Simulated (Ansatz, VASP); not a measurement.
## One calculation of PtS2, two programs

```
CELL_PARAMETERS angstrom
3.70180 0.00000 0.00000
-1.85090 3.20585 0.00000
0.00000 0.00000 6.33420
ATOMIC_POSITIONS crystal
Pt 0.00000 0.00000 0.00000
S 0.33333 0.66667 0.18304
S 0.66667 0.33333 0.81696
```

Alike in both runs: functional PBE; k mesh 9 × 9 × 4; occupations gaussian, width 0.05 eV; no spin polarisation.

Ansatz relaxed the structure, and its values are those at the end. VASP's run is a single point on that final structure, the one shown.

|  | VASP | Ansatz |
| --- | --- | --- |
| version | VASP 6.6.1 | Ansatz 0.2.0 |
| potentials or method | VASP PAW PBE potentials, release 64 (Pt, S), cutoff 520 eV | scalar-relativistic, plane waves, PAW |
| valence electrons in the cell | 22 | 30 |

|  | VASP | Ansatz | Ansatz less VASP |
| --- | --- | --- | --- |
| gap on the k mesh at the Fermi level (eV) | 1.31 | 1.31 | +0.002 |
| least direct gap on the mesh (eV) | 1.36 | 1.37 | +0.001 |
| pressure (GPa) | -4.0 | -3.6 | +0.31 |
| rms of the force components (eV/Å) | 0.013 | 0.002 | -0.0110 |

With one functional, cell and mesh, what is left measures potentials, basis and numerics. VASP's potentials hold 22 valence electrons a cell and Ansatz's 30, so a difference there can come from the potentials and not from the codes. Ansatz's warnings: stress scf threshold loose.

Neither program's run includes spin-orbit coupling.
